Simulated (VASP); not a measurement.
# Ru (P6_3/mmc) in VASP: notebook

Runs on Ru. Level: r2SCAN. Tasks: single point.

Program: VASP 6.6.1. These are calculated values, not measurements. Logs are shortened: lines on timing, memory, paths and dates and some standing lists are left out, and cuts for length are marked.

### 1 The cell of the first run

Symmetry: P6_3/mmc, No. 194, hexagonal system. Conventional cell: a = 2.654 Å, b = 2.654 Å, c = 4.198 Å, α = 90.00°, β = 90.00°, γ = 120.00°. Ru (site symmetry -6m2) has 12 Ru at 2.60 to 2.65 Å within 3.4 Å.

### 2 Single point, r2SCAN

Input file POSCAR:

```
Ru
1.0
    2.6542196698      0.0000000000      0.0000000000
   -1.3271098349      2.2986216613      0.0000000000
    0.0000000000      0.0000000000      4.1984694869
Ru
2
Direct
    0.3333333333      0.6666666667      0.2500000000
    0.6666666667      0.3333333333      0.7500000000
```

Input file INCAR.step1:

```
SYSTEM = Ru
PREC = Accurate ; ENCUT = 520
ISMEAR = -1 ; SIGMA = 0.08
LREAL = .FALSE. ; LASPH = .TRUE.
NELM = 100 ; NBANDS = 21
GGA = PE ; ALGO = Normal
EDIFF = 1E-4 ; LWAVE = .TRUE.
LCHARG = .FALSE.
```

Input file INCAR.step2:

```
SYSTEM = Ru
PREC = Accurate ; ENCUT = 520
EDIFF = 1E-6 ; ISMEAR = -1
SIGMA = 0.08 ; LREAL = .FALSE.
LASPH = .TRUE. ; NELM = 100
ALGO = Normal ; ISIF = 2
LWAVE = .FALSE. ; LCHARG = .FALSE.
METAGGA = R2SCAN ; LMIXTAU = .TRUE.
NBANDS = 21 ; ISTART = 1
```

Input file KPOINTS:

```
Automatic mesh
0
G
  18 18 10
  0 0 0
```

Potentials or basis: VASP PAW PBE potentials, release 64 (Ru_pv).

Launch:

```console
cat potpaw_PBE.64/Ru_pv/POTCAR > POTCAR
cp INCAR.step1 INCAR
mpirun -np 1 vasp_std > vasp.out
cp INCAR.step2 INCAR
mpirun -np 1 vasp_std > vasp.out
```

OUTCAR:

```text
SYSTEM = Ru
   PREC = Accurate
   ENCUT = 520
   EDIFF = 1E-6
   ISMEAR = -1
   LREAL = .FALSE.
   LASPH = .TRUE.
   NELM = 100
   ISIF = 2
   METAGGA = R2SCAN
   ISTART = 1

 ion  position               nearest neighbor table
   1  0.333  0.667  0.250-   2 2.60   2 2.60   2 2.60   2 2.60   2 2.60   2 2.60
   2  0.667  0.333  0.750-   1 2.60   1 2.60   1 2.60   1 2.60   1 2.60   1 2.60

  LATTYP: Found a hexagonal cell.
 ALAT       =     2.6542196698
 C/A-ratio  =     1.5818093486

  Lattice vectors:

 A1 = (   2.6542196698,   0.0000000000,   0.0000000000)
 A2 = (  -1.3271098349,   2.2986216613,   0.0000000000)
 A3 = (   0.0000000000,   0.0000000000,   4.1984694869)

Analysis of symmetry for initial positions (statically):
=====================================================================
 Subroutine PRICEL returns:
 Original cell was already a primitive cell.

 Routine SETGRP: Setting up the symmetry group for a
 hexagonal supercell.

 Subroutine GETGRP returns: Found 24 space group operations
 (whereof 12 operations were pure point group operations)
 out of a pool of 24 trial point group operations.

The static configuration has the point symmetry D_3d.
 The point group associated with its full space group is D_6h.

Analysis of symmetry for dynamics (positions and initial velocities):
=====================================================================
 Subroutine PRICEL returns:
 Original cell was already a primitive cell.

 Routine SETGRP: Setting up the symmetry group for a
 hexagonal supercell.

 Subroutine GETGRP returns: Found 24 space group operations
 (whereof 12 operations were pure point group operations)
 out of a pool of 24 trial point group operations.

The dynamic configuration has the point symmetry D_3d.
 The point group associated with its full space group is D_6h.

 Subroutine INISYM returns: Found 24 space group operations
 (whereof 12 operations are pure point group operations),
 and found     1 'primitive' translations

----------------------------------------------------------------------------------------

                                     Primitive cell

  volume of cell :      25.6151

  direct lattice vectors                    reciprocal lattice vectors
     2.654219670  0.000000000  0.000000000     0.376758567  0.217521660  0.000000000
    -1.327109835  2.298621661  0.000000000     0.000000000  0.435043320  0.000000000
     0.000000000  0.000000000  4.198469487     0.000000000  0.000000000  0.238182034

  length of vectors
     2.654219670  2.654219670  4.198469487     0.435043320  0.435043320  0.238182034

  position of ions in fractional coordinates (direct lattice)
     0.333333333  0.666666667  0.250000000
     0.666666667  0.333333333  0.750000000

  ion indices of the primitive-cell ions
   primitive index   ion index
                 1           1
                 2           2

----------------------------------------------------------------------------------------

 KPOINTS: Automatic mesh

Automatic generation of k-mesh.
 Grid dimensions read from file:
 generate k-points for:   18   18   10

 Generating k-lattice:

  Cartesian coordinates                     Fractional coordinates (reciprocal lattice)
     0.020931032  0.012084537  0.000000000     0.055555556 -0.000000000  0.000000000
     0.000000000  0.024169073  0.000000000     0.000000000  0.055555556  0.000000000
     0.000000000  0.000000000  0.023818203     0.000000000  0.000000000  0.100000000

  Length of vectors
     0.024169073  0.024169073  0.023818203

  Shift w.r.t. Gamma in fractional coordinates (k-lattice)
     0.000000000  0.000000000  0.000000000

 Subroutine IBZKPT returns following result:
 ===========================================

 Found    222 irreducible k-points:

 Following reciprocal coordinates:
            Coordinates               Weight
  0.000000  0.000000  0.000000      1.000000
  0.055556  0.000000  0.000000      6.000000
  0.111111  0.000000  0.000000      6.000000
  0.166667  0.000000  0.000000      6.000000
  0.222222  0.000000  0.000000      6.000000
  0.277778  0.000000  0.000000      6.000000
[... 16 lines left out ...]
  0.333333  0.111111  0.000000     12.000000
  0.388889  0.111111  0.000000     12.000000
 [... further k-points ...]
   k-points           NKPTS =    222   k-points in BZ     NKDIM =    222   number of bands    NBANDS=     21
   number of dos      NEDOS =    301   number of ions     NIONS =      2
   total plane-waves  NPLWV =  12800
   dimension x,y,z NGX =    20 NGY =   20 NGZ =   32
   dimension x,y,z NGXF=    40 NGYF=   40 NGZF=   64
   ions per type =               2
   NGX,Y,Z   is equivalent  to a cutoff of  12.53, 12.53, 12.67 a.u.
   NGXF,Y,Z  is equivalent  to a cutoff of  25.05, 25.05, 25.34 a.u.
 SYSTEM =  Ru
   PREC   = accura    normal or accurate (medium, high low for compatibility)
   ISTART =      1    job   : 0-new  1-cont  2-samecut
   ICHARG =      0    charge: 1-file 2-atom 10-const
   ISPIN  =      1    spin polarized calculation?
   LNONCOLLINEAR =      F non collinear calculations
   LSORBIT =      F    spin-orbit coupling
   LASPH  =      T    aspherical Exc in radial PAW
   ENCUT  =  520.0 eV  38.22 Ry    6.18 a.u.   4.94  4.94  7.81*2*pi/ulx,y,z
   NELM   =    100;   NELMIN=  2; NELMDL=  0     # of ELM steps
   EDIFF  = 0.1E-05   stopping-criterion for ELM
   LREAL  =      F    real-space projection
   EDIFFG = 0.1E-04   stopping-criterion for IOM
   NSW    =      0    number of steps for IOM
   IBRION =     -1    ionic relax: 0-MD 1-quasi-New 2-CG
   NFREE  =      0    steps in history (QN), initial steepest desc. (CG)
   ISIF   =      2    stress and relaxation
   ISYM   =      2    0-nonsym 1-usesym 2-fastsym
   POTIM  = 0.5000    time-step for ionic-motion
   TEBEG  =    0.0;   TEEND  =   0.0 temperature during run
   PSTRESS=    0.0 pullay stress
   NELECT =      28.0000    total number of electrons
   NUPDOWN=      -1.0000    fix difference up-down
   EMIN   =  10.00;   EMAX   =-10.00  energy-range for DOS
   EFERMI =   0.00;   METHOD = LEGACY
   ISMEAR =    -1;   SIGMA  =   0.08  broadening in eV -4-tet -1-fermi 0-gaus
   EFERMI_NEDOS =   21; number of points for ismear=-14 and -15
   IALGO  =     38    algorithm
   IMIX   =      4    mixing-type and parameters
     AMIX     =   0.40;   BMIX     =  1.00
     AMIX_MAG =   1.60;   BMIX_MAG =  1.00
  volume/ion in A,a.u.               =      12.81        86.43
  Fermi-wavevector in a.u.,A,eV,Ry     =   1.686407  3.186847 38.694540  2.843968
  Thomas-Fermi vector in A             =   2.769077
   LORBIT       =      0    0 simple, 1 ext, 2 COOP (PROOUT), +10 PAW based schemes
   METAGGA = R2SCAN    functional components
   LHFCALC =     F    Hartree Fock is set to
   AEXX    =    0.0000 exact exchange contribution
   IVDW    =     0    specifies the selected vdW correction
   LEPSILON=     F    determine dielectric tensor
   LRPA    =     F    only Hartree local field effects (RPA)
 non-spin polarized calculation
  energy-cutoff  :      520.00
  volume of cell :       25.62
 maximum number of plane-waves:       708
 NGX is ok and might be reduce to    20
   NGX =  9   NGY =  9   NGZ = 15

 number of electron      27.9999992 magnetization

 Free energy of the ion-electron system (eV)
  ---------------------------------------------------
  ext. energy  EPLUGINS =         0.00000000
  ---------------------------------------------------
  free energy    TOTEN  =       -50.77496423 eV

  energy without entropy =      -50.74372729  energy(sigma->0) =      -50.75934576

 E-fermi :  13.8297     XC(G=0): -15.8257

 val. band max:       13.8191091860   @ k =   0.1667   0.1111   0.3000
 cond. band min:      13.8400666091   @ k =   0.4444   0.1111   0.5000
 fundamental gap:      0.0209574230
 Fermi energy:        13.8297414690

 k-point     1 :       0.0000    0.0000    0.0000
  band No.  band energies     occupation
      1     -31.5129      2.00000
      2     -30.2975      2.00000
      3     -30.2975      2.00000
      4     -30.0787      2.00000
      5     -30.0787      2.00000
      6     -30.0229      2.00000
[... 13 lines left out ...]
     20      22.2621      0.00000
     21      25.4353      0.00000

 k-point     2 :       0.0556    0.0000    0.0000
  band No.  band energies     occupation
      1     -31.4992      2.00000
      2     -30.3272      2.00000
      3     -30.3075      2.00000
      4     -30.1098      2.00000
      5     -30.0826      2.00000
      6     -30.0292      2.00000
[... 13 lines left out ...]
     20      22.2621      0.00000
     21      25.4159      0.00000

 k-point     3 :       0.1111    0.0000    0.0000
  band No.  band energies     occupation
      1     -31.4587      2.00000
      2     -30.4128      2.00000
      3     -30.3358      2.00000
      4     -30.1983      2.00000
      5     -30.0942      2.00000
      6     -30.0481      2.00000
[... 13 lines left out ...]
     20      22.2621      0.00000
     21      25.3505      0.00000

 k-point     4 :       0.1667    0.0000    0.0000
  band No.  band energies     occupation
      1     -31.3940      2.00000
      2     -30.5439      2.00000
      3     -30.3779      2.00000
      4     -30.3312      2.00000
      5     -30.1130      2.00000
      6     -30.0798      2.00000
[... 13 lines left out ...]
     20      22.2620      0.00000
     21      25.2311      0.00000

 k-point     5 :       0.2222    0.0000    0.0000
  band No.  band energies     occupation
      1     -31.3091      2.00000
      2     -30.7045      2.00000
      3     -30.4897      2.00000
      4     -30.4280      2.00000
      5     -30.1373      2.00000
      6     -30.1241      2.00000
[... 13 lines left out ...]
     20      22.2620      0.00000
     21      25.0700      0.00000
[... 382 lines left out ...]
     20      23.3835      0.00000
     21      24.9712      0.00000

 k-point    22 :       0.2778    0.1111    0.0000
  band No.  band energies     occupation
      1     -31.0718      2.00000
      2     -31.0169      2.00000
      3     -30.8410      2.00000
      4     -30.5471      2.00000
      5     -30.2661      2.00000
      6     -30.2573      2.00000
[... 13 lines left out ...]
     20      24.8307      0.00000
     21      24.8589      0.00000

 k-point    23 :       0.3333    0.1111    0.0000
  band No.  band energies     occupation
      1     -31.1381      2.00000
      2     -30.9694      2.00000
      3     -30.9226      2.00000
      4     -30.6080      2.00000
      5     -30.3370      2.00000
      6     -30.2847      2.00000
[... 13 lines left out ...]
     20      23.8143      0.00000
     21      25.8286      0.00000

 k-point    24 :       0.3889    0.1111    0.0000
  band No.  band energies     occupation
      1     -31.2168      2.00000
      2     -30.9757      2.00000
      3     -30.8862      2.00000
      4     -30.6471      2.00000
      5     -30.3995      2.00000
      6     -30.3025      2.00000
[... 13 lines left out ...]
     20      22.2634      0.00000
     21      26.1509      0.00000

 [... further k-points ...]

------------------------ aborting loop because EDIFF is reached ----------------------------------------

  FORCE on cell =-STRESS in cart. coord.  units (eV):
  Direction    XX          YY          ZZ          XY          YZ          ZX
  --------------------------------------------------------------------------------------
  -------------------------------------------------------------------------------------
  Total        3.4981157      3.4981157      3.5273685      0.0000000      0.0000000      0.0000000
  in kB      218.8010482    218.8010482    220.6307594      0.0000000      0.0000000      0.0000000
  external PRESSURE =     219.4109519 kB  Pullay stress =       0.0000000 kB

 VOLUME and BASIS-vectors are now :
 -----------------------------------------------------------------------------
  energy-cutoff  :      520.00
  volume of cell :       25.62
      direct lattice vectors                 reciprocal lattice vectors
     2.654219670  0.000000000  0.000000000     0.376758567  0.217521660  0.000000000
    -1.327109835  2.298621661  0.000000000     0.000000000  0.435043320  0.000000000
     0.000000000  0.000000000  4.198469487     0.000000000  0.000000000  0.238182034

 POSITION                                       TOTAL-FORCE (eV/Angst)
 -----------------------------------------------------------------------------------
     -0.00000      1.53241      1.04962        -0.000000      0.000000      0.000000
      1.32711      0.76621      3.14885         0.000000     -0.000000      0.000000
 -----------------------------------------------------------------------------------
    total drift:                               -0.000000      0.000000     -0.000000

  FREE ENERGIE OF THE ION-ELECTRON SYSTEM (eV)
  ---------------------------------------------------
  free  energy   TOTEN  =       -50.7749642314 eV

  energy  without entropy=      -50.7437272892  energy(sigma->0) =      -50.75934576
```

Wall time 5.9 min (1 thread of Intel Xeon 8259CL, shared host); peak memory 0.22 GiB.

Results:

| Quantity | Value |
| --- | --- |
| Free energy | -50.7750 eV |
| Pressure | 21.9 GPa |
| Band gap on the k mesh | zero (bands 14 and 15 overlap by 3.55 eV) |

Caveat: the cell stands under pressure; the PAW data sets were made with another functional, which shifts forces and pressure a little.

### 3 Single point, r2SCAN

Input file POSCAR:

```
Ru
1.0
    2.6531841843      0.0000000000      0.0000000000
   -1.3265920921      2.2977249045      0.0000000000
    0.0000000000      0.0000000000      4.2000471940
Ru
2
Direct
    0.3333333333      0.6666666667      0.2500000000
    0.6666666667      0.3333333333      0.7500000000
```

Input file INCAR.step1:

```
SYSTEM = Ru
ALGO = Normal
EDIFF = 1E-4
ENCUT = 520
GGA = PE
ISMEAR = 0
LASPH = .TRUE.
LCHARG = .FALSE.
LREAL = .FALSE.
LWAVE = .TRUE.
NBANDS = 21
NELM = 60
PREC = Accurate
SIGMA = 0.005
```

Input file INCAR.step2:

```
SYSTEM = Ru
ALGO = Normal
EDIFF = 1E-6
ENCUT = 520
ISIF = 2
ISMEAR = 0
ISTART = 1
LASPH = .TRUE.
LCHARG = .TRUE.
LELF = .TRUE.
LMIXTAU = .TRUE.
LREAL = .FALSE.
LVHAR = .TRUE.
LWAVE = .FALSE.
METAGGA = R2SCAN
NBANDS = 21
NELM = 60
PREC = Accurate
SIGMA = 0.005
```

Input file KPOINTS:

```
k-points
0
G
  18 18 10
  0 0 0
```

Potentials or basis: VASP PAW PBE potentials, release 64 (Ru_pv).

Launch:

```console
cat potpaw_PBE.64/Ru_pv/POTCAR > POTCAR
cp INCAR.step1 INCAR
mpirun -np 1 vasp_std > vasp.out
cp INCAR.step2 INCAR
mpirun -np 1 vasp_std > vasp.out
```

Wall time 5.8 min (1 thread of Intel Xeon 8259CL, shared host); peak memory 0.21 GiB.

Results (log left out):

| Quantity | Value |
| --- | --- |
| Free energy | -50.7572 eV |
| Pressure | 21.9 GPa |
| Band gap on the k mesh | zero (bands 14 and 15 overlap by 3.56 eV) |

Stress tensor (GPa, compression positive):
```
21.89  0.00  0.00
 0.00 21.89  0.00
 0.00  0.00 22.06
```

Levels at points of the mesh, in eV from the Fermi level:
```tsv
k point	band 12	band 13	band 14	band 15	band 16	band 17
(0.00, 0.00, 0.00)	-2.16	-2.16	-1.56	-1.56	1.37	1.37
(0.50, 0.00, 0.00)	-1.94	-1.68	1.66	2.14	2.22	4.61
(0.00, 0.00, 0.50)	-3.12	-3.00	-3.00	0.65	0.65	0.65
(0.50, 0.00, 0.50)	-1.19	0.54	0.54	1.95	1.95	3.83
```

Caveat: the cell stands under pressure; the PAW data sets were made with another functional, which shifts forces and pressure a little.
